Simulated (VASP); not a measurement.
A run of VASP 6.6.1 is set up as follows.

File INCAR:

```
ALGO = Normal
EDIFF = 1E-7
ENCUT = 520
GGA = PS
ISIF = 2
ISMEAR = 0
LASPH = True
LCHARG = False
LREAL = False
LWAVE = False
NBANDS = 16
NELM = 80
PREC = Accurate
SIGMA = 0.05
```

The input KPOINTS:

```
k-points
0
Gamma
  8 8 6
```

The input POSCAR:

```
MgO
1.0
    0.0000000000     -2.1351500000     -2.1351500000
    0.0000000000      2.1351500000     -2.1351500000
    4.2703000000      0.0000000000      0.0000000000
Mg O
2 2
Direct
    0.4912184156      0.5087815844      0.5000000000
    0.0087815844     -0.0087815844      0.0000000000
    0.5039712409      0.4960287591      0.0000000000
   -0.0039712409      0.0039712409      0.5000000000
```

Potentials or basis: VASP PAW PBE potentials, release 64 (Mg, O).

Command:

```console
$ cat potpaw_PBE.64/Mg/POTCAR potpaw_PBE.64/O/POTCAR > POTCAR
$ mpirun -np 1 vasp_std > vasp.out
```

Q: What does it give for the pressure?

A: -6.3 GPa.

Q: Predict the band gap on the k mesh.

A: 4.24 eV.

Q: Predict the largest force.

A: 0.257 eV/Å.

Stress tensor (GPa, compression positive):
```
-6.22  0.00  0.00
 0.00 -6.20  0.00
 0.00  0.00 -6.37
```

Caveat: the cell differs from its parent crystal (mode 4 (275.8 1/cm) frozen in, largest displacement +0.037 Å); the PAW data sets were made with another functional, which shifts forces and pressure a little.
